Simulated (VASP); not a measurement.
# CdO (Fm-3m) in VASP: further runs

CdO is run at these levels: PBE+D4; tasks: single point.

All numbers are computed with VASP 6.6.1; they aren't measurements. Logs are shortened: lines on timing, memory, paths and dates and some standing lists are left out, and cuts for length are marked.

**1. The cell of the first run**

Symmetry: Fm-3m, No. 225, cubic system. The conventional cell has a = 4.696 Å, b = 4.696 Å, c = 4.696 Å, α = 90.00°, β = 90.00°, γ = 90.00°. Cd (site symmetry m-3m) has 6 O at 2.35 Å within 3.1 Å. Within 3.1 Å of O (site symmetry m-3m) lie 6 Cd at 2.35 Å.

**2. Single point, PBE+D4**

INCAR

```
SYSTEM = CdO
ALGO = Normal
EDIFF = 1E-6
ENCUT = 600
GGA = PE
GGA_COMPAT = .FALSE.
ISIF = 2
ISMEAR = 0
IVDW = 13
LASPH = .TRUE.
LCHARG = .FALSE.
LREAL = .FALSE.
LWAVE = .FALSE.
NBANDS = 16
NELM = 120
PREC = Accurate
SIGMA = 0.05
```

KPOINTS

```
k-points
0
G
  8 8 8
  0 0 0
```

POSCAR

```
CdO
1.0
    0.0000000000      2.3481500455      2.3481500455
    2.3481500455      0.0000000000      2.3481500455
    2.3481500455      2.3481500455      0.0000000000
Cd O
1 1
Direct
    0.0000000000      0.0000000000      0.0000000000
    0.5000000000      0.5000000000      0.5000000000
```

Potentials or basis: VASP PAW PBE potentials, release 64 (Cd, O).

The run is started by

```console
$ cat potpaw_PBE.64/Cd/POTCAR potpaw_PBE.64/O/POTCAR > POTCAR
$ mpirun -np 1 vasp_std > vasp.out
```

OUTCAR:

```text
SYSTEM = CdO
   EDIFF = 1E-6
   ENCUT = 600
   GGA = PE
   ISIF = 2
   ISMEAR = 0
   IVDW = 13
   LASPH = .TRUE.
   LREAL = .FALSE.
   NELM = 120
   PREC = Accurate

 ion  position               nearest neighbor table
   1  0.000  0.000  0.000-   2 2.35   2 2.35   2 2.35   2 2.35   2 2.35   2 2.35
   2  0.500  0.500  0.500-   1 2.35   1 2.35   1 2.35   1 2.35   1 2.35   1 2.35

  LATTYP: Found a face centered cubic cell.
 ALAT       =     4.6963000910

  Lattice vectors:

 A1 = (   0.0000000000,   2.3481500455,   2.3481500455)
 A2 = (   2.3481500455,   0.0000000000,   2.3481500455)
 A3 = (   2.3481500455,   2.3481500455,   0.0000000000)

Analysis of symmetry for initial positions (statically):
=====================================================================
 Subroutine PRICEL returns:
 Original cell was already a primitive cell.

 Routine SETGRP: Setting up the symmetry group for a
 face centered cubic supercell.

 Subroutine GETGRP returns: Found 48 space group operations
 (whereof 48 operations were pure point group operations)
 out of a pool of 48 trial point group operations.

The static configuration has the point symmetry O_h .

Analysis of symmetry for dynamics (positions and initial velocities):
=====================================================================
 Subroutine PRICEL returns:
 Original cell was already a primitive cell.

 Routine SETGRP: Setting up the symmetry group for a
 face centered cubic supercell.

 Subroutine GETGRP returns: Found 48 space group operations
 (whereof 48 operations were pure point group operations)
 out of a pool of 48 trial point group operations.

The dynamic configuration has the point symmetry O_h .

 Subroutine INISYM returns: Found 48 space group operations
 (whereof 48 operations are pure point group operations),
 and found     1 'primitive' translations

----------------------------------------------------------------------------------------

                                     Primitive cell

  volume of cell :      25.8945

  direct lattice vectors                    reciprocal lattice vectors
     0.000000000  2.348150046  2.348150046    -0.212933582  0.212933582  0.212933582
     2.348150046  0.000000000  2.348150046     0.212933582 -0.212933582  0.212933582
     2.348150046  2.348150046  0.000000000     0.212933582  0.212933582 -0.212933582

  length of vectors
     3.320785641  3.320785641  3.320785641     0.368811782  0.368811782  0.368811782

  position of ions in fractional coordinates (direct lattice)
     0.000000000  0.000000000  0.000000000
     0.500000000  0.500000000  0.500000000

  ion indices of the primitive-cell ions
   primitive index   ion index
                 1           1
                 2           2

----------------------------------------------------------------------------------------

 KPOINTS: k-points

Automatic generation of k-mesh.
 Grid dimensions read from file:
 generate k-points for:    8    8    8

 Generating k-lattice:

  Cartesian coordinates                     Fractional coordinates (reciprocal lattice)
    -0.026616698  0.026616698  0.026616698     0.125000000  0.000000000  0.000000000
     0.026616698 -0.026616698  0.026616698     0.000000000  0.125000000  0.000000000
     0.026616698  0.026616698 -0.026616698     0.000000000  0.000000000  0.125000000

  Length of vectors
     0.046101473  0.046101473  0.046101473

  Shift w.r.t. Gamma in fractional coordinates (k-lattice)
     0.000000000  0.000000000  0.000000000

 Subroutine IBZKPT returns following result:
 ===========================================

 Found     29 irreducible k-points:

 Following reciprocal coordinates:
            Coordinates               Weight
  0.000000  0.000000  0.000000      1.000000
  0.125000  0.000000  0.000000      8.000000
  0.250000  0.000000  0.000000      8.000000
  0.375000  0.000000  0.000000      8.000000
  0.500000  0.000000  0.000000      4.000000
  0.125000  0.125000  0.000000      6.000000
[... 16 lines left out ...]
  0.500000  0.250000  0.125000     48.000000
 -0.375000  0.250000  0.125000     24.000000
 [... further k-points ...]
   k-points           NKPTS =     29   k-points in BZ     NKDIM =     29   number of bands    NBANDS=     16
   number of dos      NEDOS =    301   number of ions     NIONS =      2
   total plane-waves  NPLWV =  21952
   dimension x,y,z NGX =    28 NGY =   28 NGZ =   28
   dimension x,y,z NGXF=    56 NGYF=   56 NGZF=   56
   ions per type =               1   1
   NGX,Y,Z   is equivalent  to a cutoff of  14.02, 14.02, 14.02 a.u.
   NGXF,Y,Z  is equivalent  to a cutoff of  28.03, 28.03, 28.03 a.u.
 SYSTEM =  CdO
   PREC   = accura    normal or accurate (medium, high low for compatibility)
   ISTART =      0    job   : 0-new  1-cont  2-samecut
   ICHARG =      2    charge: 1-file 2-atom 10-const
   ISPIN  =      1    spin polarized calculation?
   LNONCOLLINEAR =      F non collinear calculations
   LSORBIT =      F    spin-orbit coupling
   LASPH  =      T    aspherical Exc in radial PAW
   ENCUT  =  600.0 eV  44.10 Ry    6.64 a.u.   6.63  6.63  6.63*2*pi/ulx,y,z
   NELM   =    120;   NELMIN=  2; NELMDL= -5     # of ELM steps
   EDIFF  = 0.1E-05   stopping-criterion for ELM
   LREAL  =      F    real-space projection
   EDIFFG = 0.1E-04   stopping-criterion for IOM
   NSW    =      0    number of steps for IOM
   IBRION =     -1    ionic relax: 0-MD 1-quasi-New 2-CG
   NFREE  =      0    steps in history (QN), initial steepest desc. (CG)
   ISIF   =      2    stress and relaxation
   ISYM   =      2    0-nonsym 1-usesym 2-fastsym
   POTIM  = 0.5000    time-step for ionic-motion
   TEBEG  =    0.0;   TEEND  =   0.0 temperature during run
   PSTRESS=    0.0 pullay stress
   NELECT =      18.0000    total number of electrons
   NUPDOWN=      -1.0000    fix difference up-down
   EMIN   =  10.00;   EMAX   =-10.00  energy-range for DOS
   EFERMI =   0.00;   METHOD = LEGACY
   ISMEAR =     0;   SIGMA  =   0.05  broadening in eV -4-tet -1-fermi 0-gaus
   EFERMI_NEDOS =   21; number of points for ismear=-14 and -15
   IALGO  =     38    algorithm
   IMIX   =      4    mixing-type and parameters
     AMIX     =   0.40;   BMIX     =  1.00
     AMIX_MAG =   1.60;   BMIX_MAG =  1.00
  volume/ion in A,a.u.               =      12.95        87.37
  Fermi-wavevector in a.u.,A,eV,Ry     =   1.450206  2.740493 28.614394  2.103099
  Thomas-Fermi vector in A             =   2.567845
   LORBIT       =      0    0 simple, 1 ext, 2 COOP (PROOUT), +10 PAW based schemes
   GGA     = PE    functional components
   LHFCALC =     F    Hartree Fock is set to
   AEXX    =    0.0000 exact exchange contribution
   IVDW    =    13    specifies the selected vdW correction
   LEPSILON=     F    determine dielectric tensor
   LRPA    =     F    only Hartree local field effects (RPA)
 non-spin polarized calculation
 Gauss-broadening in eV      SIGMA  =   0.05
  energy-cutoff  :      600.00
  volume of cell :       25.89
 maximum number of plane-waves:       887
   NGX = 13   NGY = 13   NGZ = 13

 number of electron      18.0000002 magnetization

 Free energy of the ion-electron system (eV)
  ---------------------------------------------------
  ext. energy  EPLUGINS =         0.00000000
  ---------------------------------------------------
  free energy    TOTEN  =        -7.69652691 eV

  energy without entropy =       -7.69628096  energy(sigma->0) =       -7.69640394

 E-fermi :   2.0952     XC(G=0): -11.7087

 val. band max:        2.0529303537   @ k =   0.5000   0.0000   0.0000
 cond. band min:       3.0029804201   @ k =   0.1250   0.0000   0.0000
 fundamental gap:      0.9500500664
 Fermi energy:         2.0951679629

 k-point     1 :       0.0000    0.0000    0.0000
  band No.  band energies     occupation
      1     -15.3276      2.00000
      2      -4.6546      2.00000
      3      -4.6546      2.00000
      4      -4.6546      2.00000
      5      -4.3473      2.00000
      6      -4.3473      2.00000
[... 8 lines left out ...]
     15      20.2673      0.00000
     16      20.2673      0.00000

 k-point     2 :       0.1250    0.0000    0.0000
  band No.  band energies     occupation
      1     -15.2208      2.00000
      2      -4.7213      2.00000
      3      -4.6425      2.00000
      4      -4.6425      2.00000
      5      -4.4359      2.00000
      6      -4.4359      2.00000
[... 8 lines left out ...]
     15      20.6655      0.00000
     16      20.6655      0.00000

 k-point     3 :       0.2500    0.0000    0.0000
  band No.  band energies     occupation
      1     -14.9500      2.00000
      2      -4.9858      2.00000
      3      -4.8749      2.00000
      4      -4.8749      2.00000
      5      -4.3466      2.00000
      6      -4.3466      2.00000
[... 8 lines left out ...]
     15      21.6075      0.00000
     16      21.6075      0.00000

 k-point     4 :       0.3750    0.0000    0.0000
  band No.  band energies     occupation
      1     -14.6570      2.00000
      2      -5.4045      2.00000
      3      -5.1449      2.00000
      4      -5.1449      2.00000
      5      -4.1741      2.00000
      6      -4.1741      2.00000
[... 8 lines left out ...]
     15      23.0064      0.00000
     16      23.0064      0.00000
[... 324 lines left out ...]
 k-point    22 :       0.3750    0.2500    0.1250
  band No.  band energies     occupation
      1     -14.8150      2.00000
      2      -5.0989      2.00000
      3      -4.8857      2.00000
      4      -4.7724      2.00000
      5      -4.3768      2.00000
      6      -4.1135      2.00000
[... 8 lines left out ...]
     15      23.6057      0.00000
     16      24.0502      0.00000

 k-point    23 :       0.5000    0.2500    0.1250
  band No.  band energies     occupation
      1     -14.6308      2.00000
      2      -5.1745      2.00000
      3      -5.0022      2.00000
      4      -4.8828      2.00000
      5      -4.2268      2.00000
      6      -4.0386      2.00000
[... 8 lines left out ...]
     15      22.7954      0.00000
     16      24.4516      0.00000

 k-point    24 :      -0.3750    0.2500    0.1250
  band No.  band energies     occupation
      1     -14.5527      2.00000
      2      -5.2533      2.00000
      3      -4.9605      2.00000
      4      -4.9567      2.00000
      5      -4.0982      2.00000
      6      -4.0921      2.00000
[... 8 lines left out ...]
     15      21.6057      0.00000
     16      25.0978      0.00000

 [... further k-points ...]

------------------------ aborting loop because EDIFF is reached ----------------------------------------

  DFT-D4 for vdW energy calculation

  Edisp (eV):   -0.62831

  FORCE on cell =-STRESS in cart. coord.  units (eV):
  Direction    XX          YY          ZZ          XY          YZ          ZX
  --------------------------------------------------------------------------------------
  -------------------------------------------------------------------------------------
  Total       0.65349     0.65349     0.65349    -0.00000    -0.00000    -0.00000
  in kB      40.43336    40.43336    40.43336    -0.00000    -0.00000    -0.00000
  external pressure =       40.43 kB  Pullay stress =        0.00 kB

 VOLUME and BASIS-vectors are now :
 -----------------------------------------------------------------------------
  energy-cutoff  :      600.00
  volume of cell :       25.89
      direct lattice vectors                 reciprocal lattice vectors
     0.000000000  2.348150046  2.348150046    -0.212933582  0.212933582  0.212933582
     2.348150046  0.000000000  2.348150046     0.212933582 -0.212933582  0.212933582
     2.348150046  2.348150046  0.000000000     0.212933582  0.212933582 -0.212933582

 POSITION                                       TOTAL-FORCE (eV/Angst)
 -----------------------------------------------------------------------------------
      0.00000      0.00000      0.00000         0.000000      0.000000     -0.000000
      2.34815      2.34815      2.34815         0.000000      0.000000      0.000000
 -----------------------------------------------------------------------------------
    total drift:                                0.000000      0.000000      0.000000

  FREE ENERGIE OF THE ION-ELECTRON SYSTEM (eV)
  ---------------------------------------------------
  free  energy   TOTEN  =        -8.3248410504 eV

  energy  without entropy=       -8.3245951060  energy(sigma->0) =       -8.32471808
```

Run time: 30 s. Hardware: 1 thread of Intel Xeon 8259CL, shared host; peak memory 0.16 GiB.

Results:

```
Free energy                : -8.3248 eV
Pressure                   : 4.0 GPa
Band gap on the k mesh     : zero (band 9 reaches 2.05 eV, above the bottom of band 10 at 1.63 eV)
Dispersion energy per atom : -0.314 eV
```

Caveat: pairwise dispersion overbinds metals, which lowers pressure and volume.

**3. Single point, PBE+D4**

This run uses another cell than the first one, of 13.19 Å³/atom, 1.018 times its volume.

INCAR

```
ALGO     = Normal         # electronic algorithm
EDIFF    = 1E-6           # SCF threshold, eV
ENCUT    = 600            # plane-wave cutoff, eV
GGA      = PE             # functional
GGA_COMPAT= False        
ISIF     = 2              # what is computed and relaxed
ISMEAR   = 0              # smearing method
IVDW     = 13             # dispersion correction
LASPH    = True           # aspherical terms in the spheres
LCHARG   = False          # write CHGCAR
LREAL    = False          # projectors in reciprocal space
LWAVE    = False          # write WAVECAR
NBANDS   = 16             # bands
NELM     = 120            # most SCF steps
PREC     = Accurate       # precision mode
SIGMA    = 0.05           # smearing width, eV
```

KPOINTS

```
k-points
0
Gamma
  8 8 8
```

POSCAR

```
CdO
1.0
    0.0000000000      2.3624483634      2.3624483634
    2.3624483634      0.0000000000      2.3624483634
    2.3624483634      2.3624483634      0.0000000000
Cd O
1 1
Direct
    0.0000000000      0.0000000000      0.0000000000
    0.5000000000      0.5000000000      0.5000000000
```

Potentials or basis: VASP PAW PBE potentials, release 64 (Cd, O).

The run is started by

```console
$ cat potpaw_PBE.64/Cd/POTCAR potpaw_PBE.64/O/POTCAR > POTCAR
$ mpirun -np 1 vasp_std > vasp.out
```

It took 29 s on 1 thread of Intel Xeon 8259CL, shared host; peak memory 0.16 GiB.

The run converged. Its results:

- Free energy: -8.3338 eV
- Pressure: 1.3 GPa
- Band gap on the k mesh: zero (band 9 reaches 1.88 eV, above the bottom of band 10 at 1.42 eV)
- Dispersion energy per atom: -0.309 eV

Levels at points of the mesh, in eV from the Fermi level:
| k point | band 6 | band 7 | band 8 | band 9 | band 10 | band 11 | band 12 | band 13 |
| --- | --- | --- | --- | --- | --- | --- | --- | --- |
| (0.00, 0.00, 0.00) | -6.42 | -1.31 | -1.31 | -1.31 | -0.50 | 14.93 | 16.88 | 16.88 |
| (0.50, 0.00, 0.00) | -6.18 | -3.81 | -0.04 | -0.04 | 4.40 | 7.16 | 11.83 | 11.83 |
| (0.50, 0.50, 0.00) | -5.76 | -4.25 | -2.27 | -2.27 | 3.78 | 8.45 | 11.12 | 13.18 |

Caveat: pairwise dispersion overbinds metals, which lowers pressure and volume.

**4. Single point, PBE+D4**

This run uses another cell than the first one, of 13.20 Å³/atom, 1.020 times its volume.

INCAR

```
PREC = Accurate
ENCUT = 600
EDIFF = 1E-6
ISMEAR = 0
SIGMA = 0.05
LREAL = False
LASPH = True
NELM = 120
ALGO = Normal
ISIF = 2
LWAVE = False
LCHARG = True
GGA = PE
IVDW = 13
LELF = True
LVHAR = True
NBANDS = 16
GGA_COMPAT = False
```

KPOINTS

```
regular mesh
0
Gamma
  8 8 8
```

POSCAR

```
CdO
1.0
    0.0000000000      2.3634451912      2.3634451912
    2.3634451912      0.0000000000      2.3634451912
    2.3634451912      2.3634451912      0.0000000000
Cd O
1 1
Direct
    0.0000000000      0.0000000000      0.0000000000
    0.5000000000      0.5000000000      0.5000000000
```

The run is started by

```console
$ cat potpaw_PBE.64/Cd/POTCAR potpaw_PBE.64/O/POTCAR > POTCAR
$ mpirun -np 1 vasp_std > vasp.out
```

Run time: 32 s. Hardware: 1 thread of Intel Xeon 8259CL, shared host; peak memory 0.16 GiB.

It converged, with:

* Free energy: -8.3341 eV
* Pressure: 1.1 GPa
* Band gap on the k mesh: zero (band 9 reaches 1.87 eV, above the bottom of band 10 at 1.41 eV)
* Dispersion energy per atom: -0.309 eV

Levels at points of the mesh, in eV from the Fermi level:
| k point | band 5 | band 6 | band 7 | band 8 | band 9 | band 10 | band 11 | band 12 | band 13 | band 14 |
| --- | --- | --- | --- | --- | --- | --- | --- | --- | --- | --- |
| (0.00, 0.00, 0.00) | -6.42 | -6.42 | -1.30 | -1.30 | -1.30 | -0.50 | 14.92 | 16.87 | 16.87 | 16.87 |
| (0.50, 0.00, 0.00) | -6.18 | -6.18 | -3.81 | -0.04 | -0.04 | 4.40 | 7.15 | 11.83 | 11.83 | 17.54 |
| (0.50, 0.50, 0.00) | -6.05 | -5.76 | -4.24 | -2.26 | -2.26 | 3.78 | 8.44 | 11.12 | 13.17 | 13.17 |

Caveat: pairwise dispersion overbinds metals, which lowers pressure and volume.

**5. Summary**

| cell | gap on the mesh (eV) | pressure (GPa) |
| --- | --- | --- |
| a = 3.321 Å, angles 60.0°, 2 atoms | none | 4.0 |
| a = 3.341 Å, angles 60.0°, 2 atoms | none | 1.3 |
| a = 3.342 Å, angles 60.0°, 2 atoms | none | 1.1 |

Alike in all rows: task single point; level PBE+D4; potentials or basis VASP PAW PBE potentials, release 64 (Cd, O); no spin polarisation; k mesh 8 × 8 × 8; cutoff (eV) 600; smearing gaussian 0.05 eV.

Caveats: pairwise dispersion overbinds metals, which lowers pressure and volume.

Total energies depend on the potentials used, so only differences within one code and one set of settings carry meaning.
